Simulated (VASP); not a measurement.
PdClF: single point with r2SCAN

Crystal: PdClF.

```
Pd Cl F
1.0
     3.68858    0.00000    0.00000
     0.00000    3.68858    0.00000
     0.00000    0.00000    6.45833
Pd Cl F
2 2 2
Cartesian
  0.9221 0.9221 1.2671
  2.7664 2.7664 5.1912
  0.9221 0.9221 4.1540
  2.7664 2.7664 2.3043
  2.7664 0.9221 0.0000
  0.9221 2.7664 0.0000
```

```json
{
  "Program": "VASP 6.6.1",
  "Task": "single point",
  "Functional": "r2SCAN",
  "Potentials or basis": "VASP PAW PBE potentials, release 64 (Pd, Cl, F)",
  "Cutoff": "520 eV",
  "k mesh": "5 × 5 × 3",
  "Occupations": "tetrahedron",
  "Spin": "no spin polarisation",
  "Dipole correction": "no",
  "Further INCAR settings": "ALGO = Normal; EDIFF = 1e-07; NBANDS = 33"
}
```

```yaml
Pressure: 4.2 GPa
Largest_force: 1.359 eV/Å
Band_gap_on_the_k_mesh: zero (bands 24 and 25 overlap by 0.12 eV)
```

Forces on the atoms (eV/Å):
```
Pd   0.000  0.000  1.359
Pd   0.000  0.000 -1.359
Cl   0.000  0.000  0.398
Cl   0.000  0.000 -0.398
F    0.000  0.000  0.000
F    0.000  0.000  0.000
```

Stress tensor (GPa, compression positive):
```
1.76 0.00 0.00
0.00 1.76 0.00
0.00 0.00 9.09
```

Levels at points of the mesh, in eV from the Fermi level:
| k point | band 22 | band 23 | band 24 | band 25 | band 26 | band 27 |
| --- | --- | --- | --- | --- | --- | --- |
| (0.00, 0.00, 0.00) | -0.27 | -0.27 | 0.07 | 0.43 | 0.43 | 4.00 |

Run time: 110 s on 1 thread of AMD EPYC 7R13 Processor (Zen 3), with other jobs on the host, peak memory 0.18 GiB.

Caveat: the cell stands under pressure; the PAW data sets were made with another functional, which shifts forces and pressure a little; tetrahedron occupations give inexact forces and stress in metals.
